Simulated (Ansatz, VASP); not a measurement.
Two plane-wave programs on Ti2SnTe3

```
Ti Sn Te
1.0
    -2.14020    2.14020   10.00954
     2.14020   -2.14020   10.00954
     2.14020    2.14020  -10.00954
Ti Sn Te
2 1 3
Direct
  0.75000 0.25000 0.50000
  0.25000 0.75000 0.50000
  0.50000 0.50000 0.00000
  0.66399 0.66399 0.00000
  0.33601 0.33601 0.00000
  0.00000 0.00000 0.00000
```

Alike in both runs: task relaxation of cell and atoms; functional PBE; k mesh 6 × 6 × 6; occupations gaussian, width 0.1 eV; no spin polarisation.

|  | VASP | Ansatz |
| --- | --- | --- |
| version | VASP 6.6.1 | Ansatz 0.2.0 |
| potentials or method | VASP PAW PBE potentials, release 64 (Ti_sv, Sn_d, Te), cutoff 600 eV | scalar-relativistic, plane waves, PAW |
| valence electrons in the cell | 56 | 86 |

|  | VASP | Ansatz | Ansatz less VASP |
| --- | --- | --- | --- |
| gap on the k mesh at the Fermi level, each at its own relaxed structure (eV) | none | none | - |
| relaxed volume (Å³/atom) | 30.68 | 30.48 | -0.202 |
| relaxed length of the cell vector where the two differ most in proportion (Å) | 10.460 | 10.429 | -0.0310 |

A gap of «none» marks a metal or a gap that the smearing closes. VASP's potentials hold 56 valence electrons a cell and Ansatz's 86, so a difference there can come from the potentials and not from the codes.

Neither program's run includes spin-orbit coupling.
